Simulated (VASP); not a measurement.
# GaP (F-43m) in VASP: notebook

Runs on GaP. Level: r2SCAN. Tasks: single point.

Everything below comes from runs of VASP 6.6.1. Logs are shortened: lines on timing, memory, paths and dates and some standing lists are left out, and cuts for length are marked.

**1. The cell of the first run**

The structure is cubic, space group F-43m (No. 216). Conventional cell: a = 5.340 Å, b = 5.340 Å, c = 5.340 Å, α = 90.00°, β = 90.00°, γ = 90.00°. Ga (site symmetry -43m) has 4 P at 2.31 Å within 3.1 Å. P (site symmetry -43m) has 4 Ga at 2.31 Å within 3.1 Å.

**2. Single point, r2SCAN (volume changed by -6%)**

Contents of POSCAR:

```
GaP
1.0
    0.0000000000      2.6697632915      2.6697632915
    2.6697632915      0.0000000000      2.6697632915
    2.6697632915      2.6697632915      0.0000000000
Ga P
1 1
Direct
    0.0000000000      0.0000000000      0.0000000000
    0.2500000000      0.2500000000      0.2500000000
```

Contents of INCAR.step1:

```
SYSTEM = GaP
ALGO = Normal
EDIFF = 1E-4
ENCUT = 520
GGA = PE
ISMEAR = 0
LASPH = .TRUE.
LCHARG = .FALSE.
LREAL = .FALSE.
LWAVE = .TRUE.
NBANDS = 16
NELM = 100
PREC = Accurate
SIGMA = 0.01
```

Contents of INCAR.step2:

```
SYSTEM = GaP
ALGO = Normal
EDIFF = 1E-7
ENCUT = 520
ISIF = 2
ISMEAR = 0
ISTART = 1
LASPH = .TRUE.
LCHARG = .TRUE.
LELF = .TRUE.
LMIXTAU = .TRUE.
LREAL = .FALSE.
LVHAR = .TRUE.
LWAVE = .FALSE.
METAGGA = R2SCAN
NBANDS = 16
NELM = 100
PREC = Accurate
SIGMA = 0.01
```

Contents of KPOINTS:

```
k-points
0
G
  6 6 6
  0 0 0
```

Potentials or basis: VASP PAW PBE potentials, release 64 (Ga_d, P).

Launch:

```sh
cat potpaw_PBE.64/Ga_d/POTCAR potpaw_PBE.64/P/POTCAR > POTCAR
cp INCAR.step1 INCAR
mpirun -np 1 vasp_std > vasp.out
cp INCAR.step2 INCAR
mpirun -np 1 vasp_std > vasp.out
```

OUTCAR:

```text
SYSTEM = GaP
   EDIFF = 1E-7
   ENCUT = 520
   ISIF = 2
   ISMEAR = 0
   ISTART = 1
   LASPH = .TRUE.
   LREAL = .FALSE.
   METAGGA = R2SCAN
   NELM = 100
   PREC = Accurate

 ion  position               nearest neighbor table
   1  0.000  0.000  0.000-   2 2.31   2 2.31   2 2.31   2 2.31
   2  0.250  0.250  0.250-   1 2.31   1 2.31   1 2.31   1 2.31

  LATTYP: Found a face centered cubic cell.
 ALAT       =     5.3395265830

  Lattice vectors:

 A1 = (   0.0000000000,   2.6697632915,   2.6697632915)
 A2 = (   2.6697632915,   0.0000000000,   2.6697632915)
 A3 = (   2.6697632915,   2.6697632915,   0.0000000000)

Analysis of symmetry for initial positions (statically):
=====================================================================
 Subroutine PRICEL returns:
 Original cell was already a primitive cell.

 Routine SETGRP: Setting up the symmetry group for a
 face centered cubic supercell.

 Subroutine GETGRP returns: Found 24 space group operations
 (whereof 24 operations were pure point group operations)
 out of a pool of 48 trial point group operations.

The static configuration has the point symmetry T_d .

Analysis of symmetry for dynamics (positions and initial velocities):
=====================================================================
 Subroutine PRICEL returns:
 Original cell was already a primitive cell.

 Routine SETGRP: Setting up the symmetry group for a
 face centered cubic supercell.

 Subroutine GETGRP returns: Found 24 space group operations
 (whereof 24 operations were pure point group operations)
 out of a pool of 48 trial point group operations.

The dynamic configuration has the point symmetry T_d .

 Subroutine INISYM returns: Found 24 space group operations
 (whereof 24 operations are pure point group operations),
 and found     1 'primitive' translations

----------------------------------------------------------------------------------------

                                     Primitive cell

  volume of cell :      38.0582

  direct lattice vectors                    reciprocal lattice vectors
     0.000000000  2.669763291  2.669763291    -0.187282521  0.187282521  0.187282521
     2.669763291  0.000000000  2.669763291     0.187282521 -0.187282521  0.187282521
     2.669763291  2.669763291  0.000000000     0.187282521  0.187282521 -0.187282521

  length of vectors
     3.775615455  3.775615455  3.775615455     0.324382842  0.324382842  0.324382842

  position of ions in fractional coordinates (direct lattice)
     0.000000000  0.000000000  0.000000000
     0.250000000  0.250000000  0.250000000

  ion indices of the primitive-cell ions
   primitive index   ion index
                 1           1
                 2           2

----------------------------------------------------------------------------------------

 KPOINTS: k-points

Automatic generation of k-mesh.
 Grid dimensions read from file:
 generate k-points for:    6    6    6

 Generating k-lattice:

  Cartesian coordinates                     Fractional coordinates (reciprocal lattice)
    -0.031213754  0.031213754  0.031213754     0.166666667  0.000000000  0.000000000
     0.031213754 -0.031213754  0.031213754     0.000000000  0.166666667  0.000000000
     0.031213754  0.031213754 -0.031213754     0.000000000  0.000000000  0.166666667

  Length of vectors
     0.054063807  0.054063807  0.054063807

  Shift w.r.t. Gamma in fractional coordinates (k-lattice)
     0.000000000  0.000000000  0.000000000

 Subroutine IBZKPT returns following result:
 ===========================================

 Found     16 irreducible k-points:

 Following reciprocal coordinates:
            Coordinates               Weight
  0.000000  0.000000  0.000000      1.000000
  0.166667  0.000000  0.000000      8.000000
  0.333333  0.000000  0.000000      8.000000
  0.500000  0.000000  0.000000      4.000000
  0.166667  0.166667  0.000000      6.000000
  0.333333  0.166667  0.000000     24.000000
[... 8 lines left out ...]
 -0.333333  0.333333  0.166667     24.000000
 -0.333333  0.500000  0.166667     12.000000
   k-points           NKPTS =     16   k-points in BZ     NKDIM =     16   number of bands    NBANDS=     16
   number of dos      NEDOS =    301   number of ions     NIONS =      2
   total plane-waves  NPLWV =  21952
   dimension x,y,z NGX =    28 NGY =   28 NGZ =   28
   dimension x,y,z NGXF=    56 NGYF=   56 NGZF=   56
   ions per type =               1   1
   NGX,Y,Z   is equivalent  to a cutoff of  12.33, 12.33, 12.33 a.u.
   NGXF,Y,Z  is equivalent  to a cutoff of  24.66, 24.66, 24.66 a.u.
 SYSTEM =  GaP
   PREC   = accura    normal or accurate (medium, high low for compatibility)
   ISTART =      1    job   : 0-new  1-cont  2-samecut
   ICHARG =      0    charge: 1-file 2-atom 10-const
   ISPIN  =      1    spin polarized calculation?
   LNONCOLLINEAR =      F non collinear calculations
   LSORBIT =      F    spin-orbit coupling
   LASPH  =      T    aspherical Exc in radial PAW
   ENCUT  =  520.0 eV  38.22 Ry    6.18 a.u.   7.02  7.02  7.02*2*pi/ulx,y,z
   NELM   =    100;   NELMIN=  2; NELMDL=  0     # of ELM steps
   EDIFF  = 0.1E-06   stopping-criterion for ELM
   LREAL  =      F    real-space projection
   EDIFFG = 0.1E-05   stopping-criterion for IOM
   NSW    =      0    number of steps for IOM
   IBRION =     -1    ionic relax: 0-MD 1-quasi-New 2-CG
   NFREE  =      0    steps in history (QN), initial steepest desc. (CG)
   ISIF   =      2    stress and relaxation
   ISYM   =      2    0-nonsym 1-usesym 2-fastsym
   POTIM  = 0.5000    time-step for ionic-motion
   TEBEG  =    0.0;   TEEND  =   0.0 temperature during run
   PSTRESS=    0.0 pullay stress
   NELECT =      18.0000    total number of electrons
   NUPDOWN=      -1.0000    fix difference up-down
   EMIN   =  10.00;   EMAX   =-10.00  energy-range for DOS
   EFERMI =   0.00;   METHOD = LEGACY
   ISMEAR =     0;   SIGMA  =   0.01  broadening in eV -4-tet -1-fermi 0-gaus
   EFERMI_NEDOS =   21; number of points for ismear=-14 and -15
   IALGO  =     38    algorithm
   IMIX   =      4    mixing-type and parameters
     AMIX     =   0.40;   BMIX     =  1.00
     AMIX_MAG =   1.60;   BMIX_MAG =  1.00
  volume/ion in A,a.u.               =      19.03       128.41
  Fermi-wavevector in a.u.,A,eV,Ry     =   1.275507  2.410359 22.135571  1.626919
  Thomas-Fermi vector in A             =   2.408216
   LORBIT       =      0    0 simple, 1 ext, 2 COOP (PROOUT), +10 PAW based schemes
   METAGGA = R2SCAN    functional components
   LHFCALC =     F    Hartree Fock is set to
   AEXX    =    0.0000 exact exchange contribution
   IVDW    =     0    specifies the selected vdW correction
   LEPSILON=     F    determine dielectric tensor
   LRPA    =     F    only Hartree local field effects (RPA)
 non-spin polarized calculation
 Gauss-broadening in eV      SIGMA  =   0.01
  energy-cutoff  :      520.00
  volume of cell :       38.06
 maximum number of plane-waves:      1034
   NGX = 13   NGY = 13   NGZ = 13

 number of electron      17.9999984 magnetization

 Free energy of the ion-electron system (eV)
  ---------------------------------------------------
  ext. energy  EPLUGINS =         0.00000000
  ---------------------------------------------------
  free energy    TOTEN  =       -21.40579119 eV

  energy without entropy =      -21.40579119  energy(sigma->0) =      -21.40579119

 E-fermi :   5.1899     XC(G=0): -10.8519

 val. band max:        5.1249548283   @ k =   0.0000   0.0000   0.0000
 cond. band min:       6.8994867714   @ k =   0.5000   0.5000   0.0000
 fundamental gap:      1.7745319431
 Fermi energy:         5.1898624063

 k-point     1 :       0.0000    0.0000    0.0000
  band No.  band energies     occupation
      1      -9.9890      2.00000
      2      -9.9890      2.00000
      3      -9.9889      2.00000
      4      -9.8535      2.00000
      5      -9.8535      2.00000
      6      -8.3962      2.00000
[... 8 lines left out ...]
     15      15.4715      0.00000
     16      15.4715      0.00000

 k-point     2 :       0.1667    0.0000    0.0000
  band No.  band energies     occupation
      1     -10.0259      2.00000
      2      -9.9787      2.00000
      3      -9.9786      2.00000
      4      -9.8533      2.00000
      5      -9.8533      2.00000
      6      -7.9870      2.00000
[... 8 lines left out ...]
     15      14.6036      0.00000
     16      16.1461      0.00000

 k-point     3 :       0.3333    0.0000    0.0000
  band No.  band energies     occupation
      1     -10.0837      2.00000
      2      -9.9619      2.00000
      3      -9.9619      2.00000
      4      -9.8489      2.00000
      5      -9.8489      2.00000
      6      -6.9052      2.00000
[... 8 lines left out ...]
     15      15.4089      0.00000
     16      15.7200      0.00000

 k-point     4 :       0.5000    0.0000    0.0000
  band No.  band energies     occupation
      1     -10.1080      2.00000
      2      -9.9559      2.00000
      3      -9.9559      2.00000
      4      -9.8442      2.00000
      5      -9.8442      2.00000
      6      -6.0135      2.00000
[... 8 lines left out ...]
     15      17.6496      0.00000
     16      17.6496      0.00000

 k-point     5 :       0.1667    0.1667    0.0000
  band No.  band energies     occupation
      1     -10.0442      2.00000
      2      -9.9684      2.00000
      3      -9.9684      2.00000
      4      -9.8636      2.00000
      5      -9.8463      2.00000
      6      -7.8534      2.00000
[... 8 lines left out ...]
     15      15.9388      0.00000
     16      17.1031      0.00000

 k-point     6 :       0.3333    0.1667    0.0000
  band No.  band energies     occupation
      1     -10.0869      2.00000
      2      -9.9537      2.00000
      3      -9.9493      2.00000
      4      -9.8685      2.00000
      5      -9.8405      2.00000
      6      -6.9874      2.00000
[... 8 lines left out ...]
     15      16.5546      0.00000
     16      17.7440      0.00000

 k-point     7 :       0.5000    0.1667    0.0000
  band No.  band energies     occupation
      1     -10.1111      2.00000
      2      -9.9490      2.00000
      3      -9.9414      2.00000
      4      -9.8594      2.00000
      5      -9.8410      2.00000
      6      -5.8612      2.00000
[... 8 lines left out ...]
     15      17.6740      0.00000
     16      18.5742      0.00000

 k-point     8 :      -0.3333    0.1667    0.0000
  band No.  band energies     occupation
      1     -10.1019      2.00000
      2      -9.9515      2.00000
      3      -9.9478      2.00000
      4      -9.8522      2.00000
      5      -9.8497      2.00000
      6      -6.1956      2.00000
[... 8 lines left out ...]
     15      16.8728      0.00000
     16      18.5732      0.00000

 k-point     9 :      -0.1667    0.1667    0.0000
  band No.  band energies     occupation
      1     -10.0647      2.00000
      2      -9.9665      2.00000
      3      -9.9617      2.00000
      4      -9.8583      2.00000
      5      -9.8485      2.00000
      6      -7.3498      2.00000
[... 8 lines left out ...]
     15      16.2520      0.00000
     16      17.9031      0.00000

 k-point    10 :       0.3333    0.3333    0.0000
  band No.  band energies     occupation
      1     -10.1193      2.00000
      2      -9.9255      2.00000
      3      -9.9255      2.00000
      4      -9.8885      2.00000
      5      -9.8319      2.00000
      6      -6.3904      2.00000
[... 8 lines left out ...]
     15      17.2181      0.00000
     16      20.9586      0.00000

 k-point    11 :       0.5000    0.3333    0.0000
  band No.  band energies     occupation
      1     -10.1330      2.00000
      2      -9.9222      2.00000
      3      -9.9146      2.00000
      4      -9.8871      2.00000
      5      -9.8317      2.00000
      6      -5.3924      2.00000
[... 8 lines left out ...]
     15      17.9006      0.00000
     16      19.7316      0.00000

 k-point    12 :      -0.3333    0.3333    0.0000
  band No.  band energies     occupation
      1     -10.1210      2.00000
      2      -9.9373      2.00000
      3      -9.9235      2.00000
      4      -9.8684      2.00000
      5      -9.8443      2.00000
      6      -5.2601      2.00000
[... 8 lines left out ...]
     15      15.3240      0.00000
     16      21.3958      0.00000

 k-point    13 :       0.5000    0.5000    0.0000
  band No.  band energies     occupation
      1     -10.1486      2.00000
      2      -9.9031      2.00000
      3      -9.9031      2.00000
      4      -9.9022      2.00000
      5      -9.8248      2.00000
      6      -4.9918      2.00000
[... 8 lines left out ...]
     15      18.2855      0.00000
     16      19.1046      0.00000

 k-point    14 :       0.5000    0.3333    0.1667
  band No.  band energies     occupation
      1     -10.1121      2.00000
      2      -9.9429      2.00000
      3      -9.9293      2.00000
      4      -9.8728      2.00000
      5      -9.8393      2.00000
      6      -6.0241      2.00000
[... 8 lines left out ...]
     15      18.0605      0.00000
     16      19.5979      0.00000

 k-point    15 :      -0.3333    0.3333    0.1667
  band No.  band energies     occupation
      1     -10.1203      2.00000
      2      -9.9421      2.00000
      3      -9.9204      2.00000
      4      -9.8682      2.00000
      5      -9.8435      2.00000
      6      -5.2565      2.00000
[... 8 lines left out ...]
     15      18.7388      0.00000
     16      19.0693      0.00000

 k-point    16 :      -0.3333    0.5000    0.1667
  band No.  band energies     occupation
      1     -10.1327      2.00000
      2      -9.9276      2.00000
      3      -9.9098      2.00000
      4      -9.8817      2.00000
      5      -9.8362      2.00000
      6      -4.9023      2.00000
[... 8 lines left out ...]
     15      18.0551      0.00000
     16      19.9446      0.00000

------------------------ aborting loop because EDIFF is reached ----------------------------------------

  FORCE on cell =-STRESS in cart. coord.  units (eV):
  Direction    XX          YY          ZZ          XY          YZ          ZX
  --------------------------------------------------------------------------------------
  -------------------------------------------------------------------------------------
  Total        1.4873927      1.4873927      1.4873927      0.0000000      0.0000000      0.0000000
  in kB       62.6163819     62.6163819     62.6163819      0.0000000      0.0000000      0.0000000
  external PRESSURE =      62.6163819 kB  Pullay stress =       0.0000000 kB

 VOLUME and BASIS-vectors are now :
 -----------------------------------------------------------------------------
  energy-cutoff  :      520.00
  volume of cell :       38.06
      direct lattice vectors                 reciprocal lattice vectors
     0.000000000  2.669763291  2.669763291    -0.187282521  0.187282521  0.187282521
     2.669763291  0.000000000  2.669763291     0.187282521 -0.187282521  0.187282521
     2.669763291  2.669763291  0.000000000     0.187282521  0.187282521 -0.187282521

 POSITION                                       TOTAL-FORCE (eV/Angst)
 -----------------------------------------------------------------------------------
      0.00000      0.00000      0.00000        -0.000000      0.000000     -0.000000
      1.33488      1.33488      1.33488         0.000000     -0.000000      0.000000
 -----------------------------------------------------------------------------------
    total drift:                                0.000007      0.000007      0.000007

  FREE ENERGIE OF THE ION-ELECTRON SYSTEM (eV)
  ---------------------------------------------------
  free  energy   TOTEN  =       -21.4057911939 eV

  energy  without entropy=      -21.4057911939  energy(sigma->0) =      -21.40579119
```

Run time: 45 s. Hardware: 1 thread of Intel Xeon Platinum 8488C (Sapphire Rapids), shared host; peak memory 0.16 GiB.

What came out:

```
Free energy            : -21.4058 eV
Pressure               : 6.3 GPa
Band gap on the k mesh : 1.77 eV, indirect (least direct gap 2.89 eV)
```

Levels at points of the mesh, in eV from the valence-band top:
```csv
k point,band 5,band 6,band 7,band 8,band 9,band 10,band 11,band 12,band 13,band 14
"(0.00, 0.00, 0.00)",-14.98,-13.52,0.00,0.00,0.00,2.89,4.16,4.16,4.16,9.77
"(0.50, 0.00, 0.00)",-14.97,-11.14,-7.23,-1.27,-1.27,2.24,5.03,5.03,8.95,12.14
"(0.50, 0.50, 0.00)",-14.95,-10.12,-7.28,-3.03,-3.03,1.77,2.03,11.83,11.83,12.64
```

Caveat: the PAW data sets were made with another functional, which shifts forces and pressure a little.

**3. Single point, r2SCAN (volume changed by -3%)**

Contents of POSCAR:

```
GaP
1.0
    0.0000000000      2.6978681283      2.6978681283
    2.6978681283      0.0000000000      2.6978681283
    2.6978681283      2.6978681283      0.0000000000
Ga P
1 1
Direct
    0.0000000000      0.0000000000      0.0000000000
    0.2500000000      0.2500000000      0.2500000000
```

Contents of INCAR.step1:

```
SYSTEM = GaP
PREC = Accurate
ENCUT = 520
ISMEAR = 0
SIGMA = 0.01
LREAL = .False.
LASPH = .True.
NELM = 60
NBANDS = 16
GGA = PE
ALGO = Normal
EDIFF = 1E-4
LWAVE = .True.
LCHARG = .False.
```

Contents of INCAR.step2:

```
SYSTEM = GaP
PREC = Accurate
ENCUT = 520
EDIFF = 1E-6
ISMEAR = 0
SIGMA = 0.01
LREAL = .False.
LASPH = .True.
NELM = 60
ALGO = Normal
ISIF = 2
LWAVE = .False.
LCHARG = .True.
METAGGA = R2SCAN
LMIXTAU = .True.
LELF = .True.
LVHAR = .True.
NBANDS = 16
ISTART = 1
```

Contents of KPOINTS:

```
Automatic mesh
0
Gamma
  6 6 6
  0 0 0
```

Potentials or basis: VASP PAW PBE potentials, release 64 (Ga_d, P).

Launch:

```sh
cat potpaw_PBE.64/Ga_d/POTCAR potpaw_PBE.64/P/POTCAR > POTCAR
cp INCAR.step1 INCAR
mpirun -np 1 vasp_std > vasp.out
cp INCAR.step2 INCAR
mpirun -np 1 vasp_std > vasp.out
```

It took 45 s on 1 thread of Intel Xeon Platinum 8488C (Sapphire Rapids), shared host; peak memory 0.16 GiB.

It converged, with:

```
Free energy            : -21.4401 eV
Pressure               : 2.9 GPa
Band gap on the k mesh : 1.85 eV, indirect (least direct gap 2.61 eV)
```

Levels at points of the mesh, in eV from the valence-band top:
```csv
k point,band 7,band 8,band 9,band 10,band 11,band 12
"(0.00, 0.00, 0.00)",0.00,0.00,0.00,2.61,4.18,4.18
"(0.50, 0.00, 0.00)",-7.03,-1.22,-1.22,2.14,5.04,5.04
"(0.50, 0.50, 0.00)",-7.11,-2.91,-2.91,1.85,2.07,11.59
```

Caveat: the PAW data sets were made with another functional, which shifts forces and pressure a little.
